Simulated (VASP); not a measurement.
# Ga (P2_1) in VASP: single point with PBE

Aim: the single point of Ga with PBE.

Program: VASP 6.6.1. These are calculated values, not measurements. Logs are shortened: lines on timing, memory, paths and dates and some standing lists are left out, and cuts for length are marked.

### 1 The cell of the first run

It takes space group P2_1 (No. 4, monoclinic). Conventional cell: a = 4.458 Å, b = 4.643 Å, c = 4.697 Å, α = 90.00°, β = 113.53°, γ = 90.00°. Ga (site symmetry 1) has 7 Ga at 2.55 to 3.13 Å within 3.4 Å. Ga (site symmetry 1) has 7 Ga at 2.55 to 3.13 Å within 3.4 Å.

### 2 Single point, PBE (strained and its atoms moved)

File INCAR:

```
ALGO = Normal ; EDIFF = 1E-6
ENCUT = 520 ; GGA = PE
ISIF = 2 ; ISMEAR = 0
LASPH = True ; LCHARG = True
LELF = True ; LREAL = False
LVHAR = True ; LWAVE = False
NBANDS = 34 ; NELM = 100
PREC = Accurate ; SIGMA = 0.1
```

File KPOINTS:

```
k-points
0
Gamma
  8 10 8
```

File POSCAR:

```
Ga
1.0
    3.8963680079     -2.6226306863      0.0000000000
    3.7585384734      2.3965141767      0.0000000000
    0.0000000000      0.0000000000      4.6431885281
Ga
4
Direct
    1.0531097386      0.2613711347      0.2721407308
    0.3496207300      0.9860022979      0.7278592692
   -0.0531097386      0.7386288653      0.7721407308
    0.6503792700      0.0139977021      0.2278592692
```

Potentials or basis: VASP PAW PBE potentials, release 64 (Ga_d).

Run with:

```
$ cat potpaw_PBE.64/Ga_d/POTCAR > POTCAR
$ mpirun -np 1 vasp_std > vasp.out
```

OUTCAR:

```text
EDIFF = 1E-6
   ENCUT = 520
   GGA = PE
   ISIF = 2
   ISMEAR = 0
   LASPH = True
   LREAL = False
   NELM = 100
   PREC = Accurate

 ion  position               nearest neighbor table
   1  0.053  0.261  0.272-   4 2.55   2 2.56   4 2.58   2 2.91
   2  0.350  0.986  0.728-   3 2.55   1 2.56   3 2.58   4 2.75   4 2.75   1 2.91
   3  0.947  0.739  0.772-   2 2.55   4 2.56   2 2.58   4 2.91
   4  0.650  0.014  0.228-   1 2.55   3 2.56   1 2.58   2 2.75   2 2.75   3 2.91

  LATTYP: Found a simple monoclinic cell.
 ALAT       =     4.4575656647
 B/A-ratio  =     1.0416422050
 C/A-ratio  =     1.0536679686
 COS(beta)  =    -0.3992821115

  Lattice vectors:

 A1 = (   3.7585384734,   2.3965141767,   0.0000000000)
 A2 = (   0.0000000000,   0.0000000000,  -4.6431885281)
 A3 = (  -3.8963680079,   2.6226306863,   0.0000000000)

Analysis of symmetry for initial positions (statically):
=====================================================================
 Subroutine PRICEL returns:
 Original cell was already a primitive cell.

 Routine SETGRP: Setting up the symmetry group for a
 simple monoclinic supercell.

 Subroutine GETGRP returns: Found  2 space group operations
 (whereof  1 operations were pure point group operations)
 out of a pool of  4 trial point group operations.

The static configuration has the point symmetry C_1 .
 The point group associated with its full space group is C_2 .

Analysis of symmetry for dynamics (positions and initial velocities):
=====================================================================
 Subroutine PRICEL returns:
 Original cell was already a primitive cell.

 Routine SETGRP: Setting up the symmetry group for a
 simple monoclinic supercell.

 Subroutine GETGRP returns: Found  2 space group operations
 (whereof  1 operations were pure point group operations)
 out of a pool of  4 trial point group operations.

The dynamic configuration has the point symmetry C_1 .
 The point group associated with its full space group is C_2 .

 Subroutine INISYM returns: Found  2 space group operations
 (whereof  1 operations are pure point group operations),
 and found     1 'primitive' translations

----------------------------------------------------------------------------------------

                                     Primitive cell

  volume of cell :      89.1258

  direct lattice vectors                    reciprocal lattice vectors
     3.896368008 -2.622630686  0.000000000     0.124851223 -0.195808617  0.000000000
     3.758538473  2.396514177  0.000000000     0.136631217  0.202989124  0.000000000
     0.000000000  0.000000000  4.643188528     0.000000000  0.000000000  0.215369243

  length of vectors
     4.696794159  4.457565665  4.643188528     0.232225844  0.244688933  0.215369243

  position of ions in fractional coordinates (direct lattice)
     0.053109739  0.261371135  0.272140731
     0.349620730  0.986002298  0.727859269
     0.946890261  0.738628865  0.772140731
     0.650379270  0.013997702  0.227859269

  ion indices of the primitive-cell ions
   primitive index   ion index
                 1           1
                 2           2
                 3           3
                 4           4

----------------------------------------------------------------------------------------

 KPOINTS: k-points

Automatic generation of k-mesh.
 Grid dimensions read from file:
 generate k-points for:    8   10    8

 Generating k-lattice:

  Cartesian coordinates                     Fractional coordinates (reciprocal lattice)
     0.015606403 -0.024476077  0.000000000     0.125000000  0.000000000  0.000000000
     0.013663122  0.020298912  0.000000000     0.000000000  0.100000000  0.000000000
     0.000000000  0.000000000  0.026921155     0.000000000  0.000000000  0.125000000

  Length of vectors
     0.029028230  0.024468893  0.026921155

  Shift w.r.t. Gamma in fractional coordinates (k-lattice)
     0.000000000  0.000000000  0.000000000

 Subroutine IBZKPT returns following result:
 ===========================================

 Found    210 irreducible k-points:

 Following reciprocal coordinates:
            Coordinates               Weight
  0.000000  0.000000  0.000000      1.000000
  0.125000  0.000000  0.000000      2.000000
  0.250000  0.000000  0.000000      2.000000
  0.375000  0.000000  0.000000      2.000000
  0.500000  0.000000  0.000000      1.000000
  0.000000  0.100000  0.000000      2.000000
[... 16 lines left out ...]
  0.125000  0.300000  0.000000      2.000000
  0.250000  0.300000  0.000000      2.000000
 [... further k-points ...]
   k-points           NKPTS =    210   k-points in BZ     NKDIM =    210   number of bands    NBANDS=     34
   number of dos      NEDOS =    301   number of ions     NIONS =      4
   total plane-waves  NPLWV =  46656
   dimension x,y,z NGX =    36 NGY =   36 NGZ =   36
   dimension x,y,z NGXF=    72 NGYF=   72 NGZF=   72
   ions per type =               4
   NGX,Y,Z   is equivalent  to a cutoff of  12.74, 13.43, 12.89 a.u.
   NGXF,Y,Z  is equivalent  to a cutoff of  25.48, 26.85, 25.78 a.u.
 SYSTEM =  unknown system
   PREC   = accura    normal or accurate (medium, high low for compatibility)
   ISTART =      0    job   : 0-new  1-cont  2-samecut
   ICHARG =      2    charge: 1-file 2-atom 10-const
   ISPIN  =      1    spin polarized calculation?
   LNONCOLLINEAR =      F non collinear calculations
   LSORBIT =      F    spin-orbit coupling
   LASPH  =      T    aspherical Exc in radial PAW
   ENCUT  =  520.0 eV  38.22 Ry    6.18 a.u.   8.73  8.29  8.63*2*pi/ulx,y,z
   NELM   =    100;   NELMIN=  2; NELMDL= -5     # of ELM steps
   EDIFF  = 0.1E-05   stopping-criterion for ELM
   LREAL  =      F    real-space projection
   EDIFFG = 0.1E-04   stopping-criterion for IOM
   NSW    =      0    number of steps for IOM
   IBRION =     -1    ionic relax: 0-MD 1-quasi-New 2-CG
   NFREE  =      0    steps in history (QN), initial steepest desc. (CG)
   ISIF   =      2    stress and relaxation
   ISYM   =      2    0-nonsym 1-usesym 2-fastsym
   POTIM  = 0.5000    time-step for ionic-motion
   TEBEG  =    0.0;   TEEND  =   0.0 temperature during run
   PSTRESS=    0.0 pullay stress
   NELECT =      52.0000    total number of electrons
   NUPDOWN=      -1.0000    fix difference up-down
   EMIN   =  10.00;   EMAX   =-10.00  energy-range for DOS
   EFERMI =   0.00;   METHOD = LEGACY
   ISMEAR =     0;   SIGMA  =   0.10  broadening in eV -4-tet -1-fermi 0-gaus
   EFERMI_NEDOS =   21; number of points for ismear=-14 and -15
   IALGO  =     38    algorithm
   IMIX   =      4    mixing-type and parameters
     AMIX     =   0.40;   BMIX     =  1.00
     AMIX_MAG =   1.60;   BMIX_MAG =  1.00
  volume/ion in A,a.u.               =      22.28       150.36
  Fermi-wavevector in a.u.,A,eV,Ry     =   1.367964  2.585078 25.460941  1.871326
  Thomas-Fermi vector in A             =   2.493970
   LORBIT       =      0    0 simple, 1 ext, 2 COOP (PROOUT), +10 PAW based schemes
   GGA     = PE    functional components
   LHFCALC =     F    Hartree Fock is set to
   AEXX    =    0.0000 exact exchange contribution
   IVDW    =     0    specifies the selected vdW correction
   LEPSILON=     F    determine dielectric tensor
   LRPA    =     F    only Hartree local field effects (RPA)
 non-spin polarized calculation
 Gauss-broadening in eV      SIGMA  =   0.10
  energy-cutoff  :      520.00
  volume of cell :       89.13
 maximum number of plane-waves:      2428
   NGX = 17   NGY = 17   NGZ = 17

 number of electron      52.0000016 magnetization

 Free energy of the ion-electron system (eV)
  ---------------------------------------------------
  ext. energy  EPLUGINS =         0.00000000
  ---------------------------------------------------
  free energy    TOTEN  =       -11.16985480 eV

  energy without entropy =      -11.16379729  energy(sigma->0) =      -11.16682604

 E-fermi :   4.0460     XC(G=0):  -9.9208

 val. band max:        4.0423392283   @ k =  -0.2500   0.3000   0.1250
 cond. band min:       4.0484094008   @ k =   0.3750   0.4000   0.1250
 fundamental gap:      0.0060701725
 Fermi energy:         4.0459933339

 k-point     1 :       0.0000    0.0000    0.0000
  band No.  band energies     occupation
      1     -11.1759      2.00000
      2     -11.1662      2.00000
      3     -11.1243      2.00000
      4     -11.0809      2.00000
      5     -11.0498      2.00000
      6     -11.0418      2.00000
[... 26 lines left out ...]
     33       9.2791      0.00000
     34       9.7697      0.00000

 k-point     2 :       0.1250    0.0000    0.0000
  band No.  band energies     occupation
      1     -11.1768      2.00000
      2     -11.1674      2.00000
      3     -11.1284      2.00000
      4     -11.0987      2.00000
      5     -11.0760      2.00000
      6     -11.0312      2.00000
[... 26 lines left out ...]
     33       9.8055      0.00000
     34      10.3730      0.00000

 k-point     3 :       0.2500    0.0000    0.0000
  band No.  band energies     occupation
      1     -11.1867      2.00000
      2     -11.1730      2.00000
      3     -11.1462      2.00000
      4     -11.1139      2.00000
      5     -11.0990      2.00000
      6     -11.0495      2.00000
[... 26 lines left out ...]
     33      10.4450      0.00000
     34      10.9317      0.00000
[... 704 lines left out ...]
 k-point    23 :       0.1250    0.3000    0.0000
  band No.  band energies     occupation
      1     -11.1740      2.00000
      2     -11.1691      2.00000
      3     -11.1210      2.00000
      4     -11.0958      2.00000
      5     -11.0721      2.00000
      6     -11.0126      2.00000
[... 26 lines left out ...]
     33      10.1749      0.00000
     34      10.4480      0.00000

 k-point    24 :       0.2500    0.3000    0.0000
  band No.  band energies     occupation
      1     -11.1829      2.00000
      2     -11.1727      2.00000
      3     -11.1451      2.00000
      4     -11.0956      2.00000
      5     -11.0834      2.00000
      6     -11.0339      2.00000
[... 26 lines left out ...]
     33      10.0470      0.00000
     34      10.5377      0.00000

 [... further k-points ...]

------------------------ aborting loop because EDIFF is reached ----------------------------------------

  FORCE on cell =-STRESS in cart. coord.  units (eV):
  Direction    XX          YY          ZZ          XY          YZ          ZX
  --------------------------------------------------------------------------------------
  -------------------------------------------------------------------------------------
  Total        0.4488558     -0.0739921      0.8506638     -0.7865650      0.0000000      0.0000000
  in kB        8.0688917     -1.3301248     15.2920249    -14.1397481      0.0000000      0.0000000
  external PRESSURE =       7.3435973 kB  Pullay stress =       0.0000000 kB

 VOLUME and BASIS-vectors are now :
 -----------------------------------------------------------------------------
  energy-cutoff  :      520.00
  volume of cell :       89.13
      direct lattice vectors                 reciprocal lattice vectors
     3.896368008 -2.622630686  0.000000000     0.124851223 -0.195808617  0.000000000
     3.758538473  2.396514177  0.000000000     0.136631217  0.202989124  0.000000000
     0.000000000  0.000000000  4.643188528     0.000000000  0.000000000  0.215369243

 POSITION                                       TOTAL-FORCE (eV/Angst)
 -----------------------------------------------------------------------------------
      1.18931      0.48709      1.26360         0.163990      1.056765     -0.380104
      5.06818      1.44604      3.37959        -0.065915      0.306754      0.380104
      6.46560     -0.71321      3.58519        -0.163990     -1.056765     -0.380104
      2.58673     -1.67216      1.05799         0.065915     -0.306754      0.380104
 -----------------------------------------------------------------------------------
    total drift:                               -0.000001     -0.000001     -0.000216

  FREE ENERGIE OF THE ION-ELECTRON SYSTEM (eV)
  ---------------------------------------------------
  free  energy   TOTEN  =       -11.1698547970 eV

  energy  without entropy=      -11.1637972873  energy(sigma->0) =      -11.16682604
```

Run time: 4.9 min. Hardware: 1 thread of AMD EPYC 9R45 (Zen 5), shared host; peak memory 0.49 GiB.

Results:

| Item | Value |
| --- | --- |
| Free energy | -11.1699 eV |
| Pressure | 0.7 GPa |
| Largest force | 1.135 eV/Å |
| Band gap on the k mesh | zero (band 26 reaches 4.47 eV, above the bottom of band 27 at 3.51 eV) |

Forces on the atoms (eV/Å):
```
Ga   0.164  1.057 -0.380
Ga  -0.066  0.307  0.380
Ga  -0.164 -1.057 -0.380
Ga   0.066 -0.307  0.380
```

Stress tensor (GPa, compression positive):
```
 0.81 -1.41  0.00
-1.41 -0.13  0.00
 0.00  0.00  1.53
```

Levels at points of the mesh, in eV from the Fermi level:
```tsv
k point	band 23	band 24	band 25	band 26	band 27	band 28	band 29	band 30
(0.00, 0.00, 0.00)	-3.63	-2.78	-2.51	-0.77	0.97	1.45	2.55	3.93
(0.50, 0.00, 0.00)	-3.00	-2.90	-1.11	-1.06	-0.54	0.97	3.37	3.97
(0.00, 0.50, 0.00)	-3.26	-3.16	-1.90	-0.71	0.13	0.69	2.48	3.32
(0.50, 0.50, 0.00)	-4.45	-2.98	-1.55	-1.12	0.12	0.61	3.32	3.66
(0.00, 0.00, 0.50)	-1.46	-1.46	-1.13	-1.13	0.77	0.77	2.05	2.05
(0.50, 0.00, 0.50)	-6.51	-6.51	-0.56	-0.56	1.41	1.41	5.91	5.91
(0.00, 0.50, 0.50)	-4.90	-4.90	-1.67	-1.67	0.16	0.16	5.80	5.80
(0.50, 0.50, 0.50)	-5.65	-5.65	-2.08	-2.08	-0.02	-0.02	6.40	6.40
```

Caveat: the cell differs from its parent crystal (strained and its atoms moved); forces of over 1 eV/Å act on the atoms, so gaps and moduli don't describe the material at rest.
